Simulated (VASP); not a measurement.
A run of VASP 6.6.1 is set up as follows.

The input INCAR:

```
SYSTEM = MgI2
PREC = Accurate ; ENCUT = 520
EDIFF = 1E-6 ; ISMEAR = 0
SIGMA = 0.02 ; LREAL = .FALSE.
LASPH = .TRUE. ; NELM = 100
ALGO = Normal ; ISIF = 2
LWAVE = .FALSE. ; LCHARG = .FALSE.
GGA = PE ; NBANDS = 15
```

KPOINTS

```
Automatic mesh
0
G
  12 12 6
  0 0 0
```

The input POSCAR:

```
MgI2
1.0
    3.2124771818      0.0000000000      0.0000000000
   -1.6062385909      2.7820868485      0.0000000000
    0.0000000000      0.0000000000      5.5527380331
Mg I
1 2
Direct
    0.0000000000      0.0000000000      0.0000000000
    0.3333333333      0.6666666667      0.7099582726
    0.6666666667      0.3333333333      0.2900417274
```

Potentials or basis: VASP PAW PBE potentials, release 64 (Mg, I).

The run is started by

```bash
$ cat potpaw_PBE.64/Mg/POTCAR potpaw_PBE.64/I/POTCAR > POTCAR
$ mpirun -np 1 vasp_std > vasp.out
```

(1) What does it give for the largest force?

(2) What does it give for the pressure?

(3) Estimate the band gap on the k mesh.

Answers

(1) 0.064 eV/Å.

(2) 90.4 GPa.

(3) 0.48 eV (least direct gap 2.61 eV).

Caveat: the cell stands under pressure; spin-orbit coupling is left out, which moves the levels of the heavy elements.
